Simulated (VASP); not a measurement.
# Mo: single point with PBE

Mo:

```
Mo
1.0
    -1.55136    1.57100    1.55136
     1.59064   -1.57100    1.59064
     1.55136    1.57100   -1.55136
Mo
1
Cartesian
  0.0000 0.0000 0.0000
```

This cell differs from its parent crystal: strain +0.0250 x Voigt [0, 0, 0, 0, 1, 0].

```
Program             : VASP 6.6.1
Task                : single point
Functional          : PBE
Potentials or basis : VASP PAW PBE potentials, release 64 (Mo_sv)
Cutoff              : 520 eV
k mesh              : 22 × 22 × 22
Occupations         : gaussian, width 0.15 eV
Spin                : no spin polarisation
```

```yaml
Pressure: 5.5 GPa
Band_gap_on_the_k_mesh: zero (bands 7 and 8 overlap by 5.03 eV)
```

Stress tensor (GPa, compression positive):
```
 5.47  0.00 -2.65
 0.00  5.54  0.00
-2.65  0.00  5.47
```

Levels at points of the mesh, in eV from the Fermi level:
```csv
k point,band 3,band 4,band 5,band 6,band 7,band 8,band 9,band 10,band 11,band 12
"(0.00, 0.00, 0.00)",-34.52,-34.49,-7.26,-1.58,-1.39,-1.17,1.69,1.70,14.63,14.85
"(0.50, 0.00, 0.00)",-34.98,-34.53,-5.37,-3.44,1.66,1.72,2.35,4.80,11.78,11.98
"(0.00, 0.50, 0.00)",-34.93,-34.51,-5.35,-3.51,1.46,1.84,2.52,4.67,11.48,12.17
"(0.50, 0.00, 0.50)",-35.03,-34.56,-5.39,-3.37,1.60,1.87,2.18,4.95,11.80,12.08
"(0.50, 0.50, 0.50)",-35.51,-35.45,-5.50,-5.49,3.81,4.03,4.26,8.98,9.13,9.30
```

Wall time 3.7 min on 1 thread of Intel Xeon 8259CL, on a shared host, peak memory 0.38 GiB.

Caveat: the cell differs from its parent crystal (strain +0.0250 x Voigt [0, 0, 0, 0, 1, 0]); the cell stands under pressure.
